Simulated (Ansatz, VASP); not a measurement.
**Two plane-wave programs on TiN**

```
Ti N
1.0
     0.00000    2.08073    2.08073
     2.08073    0.00000    2.08073
     2.08073    2.08073    0.00000
Ti N
1 1
Direct
  0.00000 0.00000 0.00000
  0.50000 0.50000 0.50000
```

Alike in both runs: task single point; functional PBEsol; k mesh 18 × 18 × 18; occupations gaussian, width 0.1 eV; no spin polarisation.

|  | VASP | Ansatz |
| --- | --- | --- |
| version | VASP 6.6.1 | Ansatz 0.2.0 |
| potentials or method | VASP PAW PBE potentials, release 64 (Ti_sv, N), cutoff 600 eV | scalar-relativistic, plane waves, PAW |
| valence electrons in the cell | 17 | 17 |

|  | VASP | Ansatz | Ansatz less VASP |
| --- | --- | --- | --- |
| gap on the k mesh at the Fermi level (eV) | none | none | - |
| pressure (GPa) | 10.1 | 9.8 | -0.35 |

VASP's potentials were made for PBE, not for PBEsol. A gap of «none» marks a metal or a gap that the smearing closes. The functional is the same, so the differences come from potentials, cutoffs and numerics.
